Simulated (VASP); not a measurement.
# AlGa3N2 (P1) in VASP: relaxation of cell and atoms with PBE

Aim: the relaxation of cell and atoms of AlGa3N2 with PBE.

All numbers are computed with VASP 6.6.1; they aren't measurements. Logs are shortened: lines on timing, memory, paths and dates and some standing lists are left out, and cuts for length are marked.

## 1. The cell of the first run

The typed cell holds 6 atoms: a = 3.306 Å, b = 4.317 Å, c = 5.935 Å, α = 94.48°, β = 90.03°, γ = 90.59°.

The cell was generated, and may not be a known phase.

## 2. Relaxation of cell and atoms, PBE

INCAR

```
ALGO = Normal
EDIFF = 1E-7
EDIFFG = -0.04
ENCUT = 600
GGA = PE
IBRION = 2
ISIF = 3
ISMEAR = 0
LASPH = T
LCHARG = F
LREAL = F
LWAVE = F
NELM = 80
NSW = 90
PREC = Accurate
SIGMA = 0.1
```

KPOINTS

```
k-points
0
Gamma
  6 4 4
```

POSCAR

```
AlGa3N2
1.0
    3.3056100968      0.0000000000      0.0000000000
   -0.0441455435      4.3168025538      0.0000000000
   -0.0029595585     -0.4635831741      5.9164485646
Al Ga N
1 3 2
Direct
    0.0919155272      0.3167660121      0.7978432532
    0.5782835803      0.8223570173      0.0312422193
    0.0808849221      0.3631901092      0.3381408469
    0.5839351751      0.9168438044      0.5793595380
    0.0813623512      0.0894352521      0.0580806927
    0.5836184841      0.6164087949      0.3203344399
```

Potentials or basis: VASP PAW PBE potentials, release 64 (Al, Ga_d, N).

Run with:

```bash
$ cat potpaw_PBE.64/Al/POTCAR potpaw_PBE.64/Ga_d/POTCAR potpaw_PBE.64/N/POTCAR > POTCAR
$ mpirun -np 1 vasp_std > vasp.out
```

OUTCAR:

```text
EDIFF = 1E-7
   EDIFFG = -0.04
   ENCUT = 600
   GGA = PE
   IBRION = 2
   ISIF = 3
   ISMEAR = 0
   LASPH = T
   LREAL = F
   NELM = 80
   NSW = 90
   PREC = Accurate

 ion  position               nearest neighbor table
   1  0.092  0.317  0.798-   5 1.89   4 2.65   4 2.66   3 2.75   2 2.95   2 3.03   2 3.10   2 3.12

   2  0.578  0.822  0.031-   6 1.99   5 2.01   5 2.02   4 2.74   1 2.95   1 3.03   1 3.10   1 3.12

   3  0.081  0.363  0.338-   5 1.96   6 1.99   6 1.99   1 2.75
   4  0.584  0.917  0.579-   6 1.93   1 2.65   1 2.66   2 2.74
   5  0.081  0.089  0.058-   1 1.89   3 1.96   2 2.01   2 2.02
   6  0.584  0.616  0.320-   4 1.93   3 1.99   3 1.99   2 1.99

  LATTYP: Found a triclinic cell.
 ALAT       =     5.4103544543
 B/A-ratio  =     0.6109784719
 C/A-ratio  =     1.0968936666
 COS(alpha) =     0.0004986969
 COS(beta)  =     0.0626272882
 COS(gamma) =     0.6028190169

  Lattice vectors:

 A1 = (   3.2614645533,   4.3168025538,   0.0000000000)
 A2 = (   3.3056100968,   0.0000000000,   0.0000000000)
 A3 = (   0.0029595585,   0.4635831741,  -5.9164485646)

Analysis of symmetry for initial positions (statically):
=====================================================================
 Subroutine PRICEL returns:
 Original cell was already a primitive cell.

 Routine SETGRP: Setting up the symmetry group for a
 triclinic supercell.

 Subroutine GETGRP returns: Found  1 space group operations
 (whereof  1 operations were pure point group operations)
 out of a pool of  2 trial point group operations.

The static configuration has the point symmetry C_1 .

Analysis of symmetry for dynamics (positions and initial velocities):
=====================================================================
 Subroutine PRICEL returns:
 Original cell was already a primitive cell.

 Routine SETGRP: Setting up the symmetry group for a
 triclinic supercell.

 Subroutine GETGRP returns: Found  1 space group operations
 (whereof  1 operations were pure point group operations)
 out of a pool of  2 trial point group operations.

The dynamic configuration has the point symmetry C_1 .

 Subroutine INISYM returns: Found  1 space group operations
 (whereof  1 operations are pure point group operations),
 and found     1 'primitive' translations

----------------------------------------------------------------------------------------

                                     Primitive cell

  volume of cell :      84.4257

  direct lattice vectors                    reciprocal lattice vectors
     3.305610097  0.000000000  0.000000000     0.302516017  0.003093663  0.000393730
    -0.044145544  4.316802554  0.000000000     0.000000000  0.231652939  0.018151160
    -0.002959558 -0.463583174  5.916448565     0.000000000  0.000000000  0.169020315

  length of vectors
     3.305610097  4.317028274  5.934583535     0.302532091  0.232362968  0.169020315

  position of ions in fractional coordinates (direct lattice)
     0.091915527  0.316766012  0.797843253
     0.578283580  0.822357017  0.031242219
     0.080884922  0.363190109  0.338140847
     0.583935175  0.916843804  0.579359538
     0.081362351  0.089435252  0.058080693
     0.583618484  0.616408795  0.320334440

  ion indices of the primitive-cell ions
   primitive index   ion index
                 1           1
                 2           2
                 3           3
                 4           4
                 5           5
                 6           6

----------------------------------------------------------------------------------------

 KPOINTS: k-points

Automatic generation of k-mesh.
 Grid dimensions read from file:
 generate k-points for:    6    4    4

 Generating k-lattice:

  Cartesian coordinates                     Fractional coordinates (reciprocal lattice)
     0.050419336  0.000515611  0.000065622     0.166666667  0.000000000  0.000000000
     0.000000000  0.057913235  0.004537790     0.000000000  0.250000000 -0.000000000
     0.000000000  0.000000000  0.042255079     0.000000000  0.000000000  0.250000000

  Length of vectors
     0.050422015  0.058090742  0.042255079

  Shift w.r.t. Gamma in fractional coordinates (k-lattice)
     0.000000000  0.000000000  0.000000000

 Subroutine IBZKPT returns following result:
 ===========================================

 Found     52 irreducible k-points:

 Following reciprocal coordinates:
            Coordinates               Weight
  0.000000  0.000000  0.000000      1.000000
  0.166667 -0.000000 -0.000000      2.000000
  0.333333  0.000000  0.000000      2.000000
  0.500000  0.000000  0.000000      1.000000
  0.000000  0.250000  0.000000      2.000000
  0.166667  0.250000  0.000000      2.000000
[... 16 lines left out ...]
  0.333333  0.250000  0.250000      2.000000
  0.500000  0.250000  0.250000      2.000000
 [... further k-points ...]
   k-points           NKPTS =     52   k-points in BZ     NKDIM =     52   number of bands    NBANDS=     31
   number of dos      NEDOS =    301   number of ions     NIONS =      6
   total plane-waves  NPLWV =  48384
   dimension x,y,z NGX =    28 NGY =   36 NGZ =   48
   dimension x,y,z NGXF=    56 NGYF=   72 NGZF=   96
   ions per type =               1   3   2
   NGX,Y,Z   is equivalent  to a cutoff of  14.08, 13.86, 13.45 a.u.
   NGXF,Y,Z  is equivalent  to a cutoff of  28.16, 27.73, 26.89 a.u.
 SYSTEM =  unknown system
   PREC   = accura    normal or accurate (medium, high low for compatibility)
   ISTART =      0    job   : 0-new  1-cont  2-samecut
   ICHARG =      2    charge: 1-file 2-atom 10-const
   ISPIN  =      1    spin polarized calculation?
   LNONCOLLINEAR =      F non collinear calculations
   LSORBIT =      F    spin-orbit coupling
   LASPH  =      T    aspherical Exc in radial PAW
   ENCUT  =  600.0 eV  44.10 Ry    6.64 a.u.   6.60  8.62 11.85*2*pi/ulx,y,z
   NELM   =     80;   NELMIN=  2; NELMDL= -5     # of ELM steps
   EDIFF  = 0.1E-06   stopping-criterion for ELM
   LREAL  =      F    real-space projection
   EDIFFG = -.4E-01   stopping-criterion for IOM
   NSW    =     90    number of steps for IOM
   IBRION =      2    ionic relax: 0-MD 1-quasi-New 2-CG
   NFREE  =      1    steps in history (QN), initial steepest desc. (CG)
   ISIF   =      3    stress and relaxation
   ISYM   =      2    0-nonsym 1-usesym 2-fastsym
   POTIM  = 0.5000    time-step for ionic-motion
   TEBEG  =    0.0;   TEEND  =   0.0 temperature during run
   PSTRESS=    0.0 pullay stress
   NELECT =      52.0000    total number of electrons
   NUPDOWN=      -1.0000    fix difference up-down
   EMIN   =  10.00;   EMAX   =-10.00  energy-range for DOS
   EFERMI =   0.00;   METHOD = LEGACY
   ISMEAR =     0;   SIGMA  =   0.10  broadening in eV -4-tet -1-fermi 0-gaus
   EFERMI_NEDOS =   21; number of points for ismear=-14 and -15
   IALGO  =     38    algorithm
   IMIX   =      4    mixing-type and parameters
     AMIX     =   0.40;   BMIX     =  1.00
     AMIX_MAG =   1.60;   BMIX_MAG =  1.00
  volume/ion in A,a.u.               =      14.07        94.96
  Fermi-wavevector in a.u.,A,eV,Ry     =   1.392893  2.632185 26.397342  1.940150
  Thomas-Fermi vector in A             =   2.516591
   LORBIT       =      0    0 simple, 1 ext, 2 COOP (PROOUT), +10 PAW based schemes
   GGA     = PE    functional components
   LHFCALC =     F    Hartree Fock is set to
   AEXX    =    0.0000 exact exchange contribution
   IVDW    =     0    specifies the selected vdW correction
   LEPSILON=     F    determine dielectric tensor
   LRPA    =     F    only Hartree local field effects (RPA)
 conjugate gradient relaxation of ions
 non-spin polarized calculation
 Gauss-broadening in eV      SIGMA  =   0.10
  energy-cutoff  :      600.00
  volume of cell :       84.43
 maximum number of plane-waves:      2836
 NGX is ok and might be reduce to    28
   NGX = 13   NGY = 17   NGZ = 23

--------------------------------------- Ionic step        1  -------------------------------------------

 number of electron      52.0000015 magnetization

 Free energy of the ion-electron system (eV)
  ---------------------------------------------------
  ext. energy  EPLUGINS =         0.00000000
  ---------------------------------------------------
  free energy    TOTEN  =       -29.53672564 eV

  energy without entropy =      -29.52950620  energy(sigma->0) =      -29.53311592

------------------------ aborting loop because EDIFF is reached ----------------------------------------

  FORCE on cell =-STRESS in cart. coord.  units (eV):
  Direction    XX          YY          ZZ          XY          YZ          ZX
  --------------------------------------------------------------------------------------
  -------------------------------------------------------------------------------------
  Total       -1.4509087      1.6794931      1.6686630      0.1254754     -0.6328928      0.0039236
  in kB      -27.5344086     31.8723370     31.6668106      2.3811917    -12.0106316      0.0744598
  external PRESSURE =      12.0015797 kB  Pullay stress =       0.0000000 kB
[... 101 lines left out ...]
  FREE ENERGIE OF THE ION-ELECTRON SYSTEM (eV)
  ---------------------------------------------------
  free  energy   TOTEN  =       -29.5908225618 eV

  energy  without entropy=      -29.5837257107  energy(sigma->0) =      -29.58727414

[... ionic steps 4 to 9 ...]

--------------------------------------- Ionic step       10  -------------------------------------------

 number of electron      51.9999995 magnetization

------------------------ aborting loop because EDIFF is reached ----------------------------------------
[... 75 lines left out ...]
--------------------------------------- Ionic step       12  -------------------------------------------

 number of electron      51.9999995 magnetization

 Free energy of the ion-electron system (eV)
  ---------------------------------------------------
  ext. energy  EPLUGINS =         0.00000000
  ---------------------------------------------------
  free energy    TOTEN  =       -29.62201438 eV

  energy without entropy =      -29.61415113  energy(sigma->0) =      -29.61808276

 E-fermi :   6.2271     XC(G=0): -10.9807

 val. band max:        6.2064471292   @ k =   0.5000   0.2500   0.0000
 cond. band min:       6.2345358907   @ k =   0.3333   0.5000   0.5000
 fundamental gap:      0.0280887616
 Fermi energy:         6.2271130886

 k-point     1 :       0.0000    0.0000    0.0000
  band No.  band energies     occupation
      1     -10.5353      2.00000
      2      -9.9300      2.00000
      3      -8.8502      2.00000
      4      -8.7938      2.00000
      5      -8.7775      2.00000
      6      -8.7241      2.00000
[... 805 lines left out ...]
     30       9.8588      0.00000
     31      10.1874      0.00000

 [... further k-points ...]

------------------------ aborting loop because EDIFF is reached ----------------------------------------

  FORCE on cell =-STRESS in cart. coord.  units (eV):
  Direction    XX          YY          ZZ          XY          YZ          ZX
  --------------------------------------------------------------------------------------
  -------------------------------------------------------------------------------------
  Total        0.0013436     -0.0003011     -0.0300953      0.0075253      0.0107224     -0.0003689
  in kB        0.0251900     -0.0056455     -0.5642389      0.1410881      0.2010274     -0.0069165
  external PRESSURE =      -0.1815648 kB  Pullay stress =       0.0000000 kB
[... 21 lines left out ...]
  FREE ENERGIE OF THE ION-ELECTRON SYSTEM (eV)
  ---------------------------------------------------
  free  energy   TOTEN  =       -29.6220143843 eV

  energy  without entropy=      -29.6141511312  energy(sigma->0) =      -29.61808276

 reached required accuracy - stopping structural energy minimisation
```

It took 13 min on 1 thread of AMD EPYC 9R45 (Zen 5), shared host; peak memory 0.28 GiB.

Results:

* Free energy: -29.6220 eV
* Relaxed volume: 14.24 Å³/atom
* Relaxed cell: a = 3.204 Å, b = 4.463 Å, c = 6.011 Å, α = 96.19°, β = 89.99°, γ = 90.31°
* Space group after relaxing (to 0.1 Å): Pm (No. 6)
* Energy gained by relaxing: 14.2 meV/atom
* Ionic steps: 12
* Pressure after relaxing: 0.0 GPa
* Largest force after relaxing: 0.023 eV/Å
* Band gap on the k mesh: zero (bands 26 and 27 overlap by 1.69 eV)

Forces on the atoms (eV/Å):
```
Al  -0.008 -0.015  0.000
Ga   0.005  0.013 -0.006
Ga   0.002 -0.014 -0.004
Ga  -0.001 -0.003 -0.008
N    0.000 -0.002  0.011
N    0.001  0.021  0.007
```

Step by step:
```tsv
step	energy change (eV)	largest force (eV/Å)	pressure (GPa)	volume (Å³)
1	0.0000	0.3935	1.20	84.43
2	-0.0514	0.3448	-0.89	85.70
3	-0.0541	0.4272	-1.42	86.06
4	-0.0787	0.2203	0.20	85.05
5	-0.0791	0.2280	0.41	84.91
6	-0.0831	0.0864	0.00	85.26
7	-0.0831	0.0829	0.02	85.25
8	-0.0843	0.0653	-0.03	85.33
9	-0.0846	0.0645	-0.06	85.40
10	-0.0850	0.0410	0.07	85.35
11	-0.0850	0.0458	0.10	85.34
12	-0.0853	0.0225	-0.02	85.46
```

Final structure:
```yaml
crystal:
  lattice:
    - [3.20385, 0.00694, 0.00155]
    - [-0.03380, 4.46263, -0.06199]
    - [-0.00091, -0.56511, 5.98475]
  atoms:
    - { symbol: Al, position: [0.09050, 0.31780, 0.80360] }
    - { symbol: Ga, position: [0.58018, 0.82084, 0.02967] }
    - { symbol: Ga, position: [0.08111, 0.36706, 0.33698] }
    - { symbol: Ga, position: [0.58355, 0.90527, 0.58120] }
    - { symbol: N, position: [0.08189, 0.09155, 0.05831] }
    - { symbol: N, position: [0.58277, 0.62247, 0.31524] }
```

Caveat: the k points lie up to 0.35 Å⁻¹ apart in the final cell, too coarse for converged energies and pressures of a metal.

The gap in the log of VASP goes by the Fermi energy; the results here count the filled bands.